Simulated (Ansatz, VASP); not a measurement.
## SrO: VASP beside Ansatz

The input INCAR:

```
PREC = Accurate
ENCUT = 520
EDIFF = 1E-6
ISMEAR = 0
SIGMA = 0.01
LREAL = F
LASPH = T
NELM = 150
ALGO = Normal
ISIF = 2
LWAVE = F
LCHARG = F
MAGMOM = 0 0 0 0 0 0
LORBIT = 11
LSORBIT = T
GGA_COMPAT = F
LORBMOM = T
GGA = PS
NBANDS = 28
```

KPOINTS

```
regular mesh
0
Gamma
  8 8 8
```

Contents of POSCAR:

```
SrO
1.0
    2.5870583220      2.5870583220      0.0000000000
   -2.5870583220      2.5870583220      0.0000000000
    0.0000000000      2.5870583220      2.5481594380
Sr O
1 1
Direct
    0.5000000000      0.5000000000      0.0000000000
    0.0000000000      0.0000000000      0.0000000000
```

Input for Ansatz:

```yaml
crystal:
  lattice:
    - [2.58705832199, 2.58705832199, 0.0]
    - [-2.58705832199, 2.58705832199, 0.0]
    - [0.0, 2.58705832199, 2.54815943798]
  atoms:
    - { symbol: Sr, position: [0.5, 0.5, 0.0] }
    - { symbol: O, position: [0.0, 0.0, 0.0] }
kpoints:
  mp_grid: { grid: [8, 8, 8] }
scf:
  occupations: { method: fixed }
  convergence: { dr2_threshold: 1.0e-10 }
hamiltonian:
  xc: pbesol
  pseudopotentials: { kind: all_electron, lapw: { basis_error: 0.0005 } }
magnetization:
  noncollinear: true
  spin_orbit: true
output:
  forces: true
  stress: true
  eigenstates:
    kpoints:
      - [0.0, 0.0, 0.0]
      - [-0.5, 0.5, 0.0]
      - [-0.5, -0.5, -0.5]
      - [0.0, 0.0, -0.5]
      - [0.0, -0.5, -0.5]
      - [0.0, 0.5, 0.0]
      - [-0.5, 0.0, 0.0]
      - [-0.5, 0.0, -0.5]
  eigenvalues: true
```

Change from the starting cell: film at in-plane strain +0.01.

Alike in both runs: task single point; functional PBEsol; k mesh 8 × 8 × 8; non-collinear spin, spin-orbit coupling.

|  | VASP | Ansatz |
| --- | --- | --- |
| version | VASP 6.6.1 | Ansatz 0.2.0 |
| potentials or method | VASP PAW PBE potentials, release 64 (Sr_sv, O), cutoff 520 eV | all-electron LAPW |
| occupations | gaussian, width 0.01 eV | fixed |

|  | VASP | Ansatz | Ansatz less VASP |
| --- | --- | --- | --- |
| pressure (GPa) | -0.7 | -1.3 | -0.58 |
| traceless stress, the component that is largest in VASP (GPa) | 1.36 | 1.28 | -0.077 |
| net moment per atom (μB) | 0.00 | 0.00 | 0.000 |

VASP's potentials were made for PBE, not for PBEsol. Ansatz ran all-electron here, and VASP with PAW potentials.
